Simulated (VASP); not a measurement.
Set up this calculation in VASP 6.6.1, as the native input.

| Property | Result |
| --- | --- |
| Task | single point |
| Functional | PBEsol |
| Potentials or basis | VASP PAW PBE potentials, release 64 (Ga_d, Sb) |
| Cutoff | 500 eV |
| k mesh | 4 × 4 × 4 |
| Occupations | gaussian, width 0.1 eV |
| Spin | no spin polarisation |
| Dipole correction | no |
| Further INCAR settings | ALGO = Normal; EDIFF = 1e-06; NBANDS = 16 |

The structure of GaSb lies in POSCAR:

```
GaSb
1.0
    0.0000000000      3.0556142847      3.0556142847
    3.0556142847      0.0000000000      3.0556142847
    3.0556142847      3.0556142847      0.0000000000
Ga Sb
1 1
Direct
    0.0000000000      0.0000000000      0.0000000000
    0.2500000000      0.2500000000      0.2500000000
```

The input as run:

INCAR

```
  PREC = Accurate
  ENCUT = 500
  EDIFF = 1E-6
  ISMEAR = 0
  SIGMA = 0.1
  LREAL = False
  LASPH = True
  NELM = 120
  ALGO = Normal
  ISIF = 2
  LWAVE = False
  LCHARG = True
  GGA = PS
  LELF = True
  LVHAR = True
  NBANDS = 16
  GGA_COMPAT = False
```

KPOINTS

```
regular mesh
0
Gamma
  4 4 4
```

Potentials or basis: VASP PAW PBE potentials, release 64 (Ga_d, Sb).

Command:

```bash
$ cat potpaw_PBE.64/Ga_d/POTCAR potpaw_PBE.64/Sb/POTCAR > POTCAR
$ mpirun -np 1 vasp_std > vasp.out
```

It gave:

The pressure is 0.7 GPa.

Caveat: the k points lie up to 0.45 Å⁻¹ apart; the PAW data sets were made with another functional, which shifts forces and pressure a little.

Wall time 6.4 s on 1 thread of AMD EPYC 9R45 96-Core Processor (Zen 5), on a shared host, peak memory 0.14 GiB.
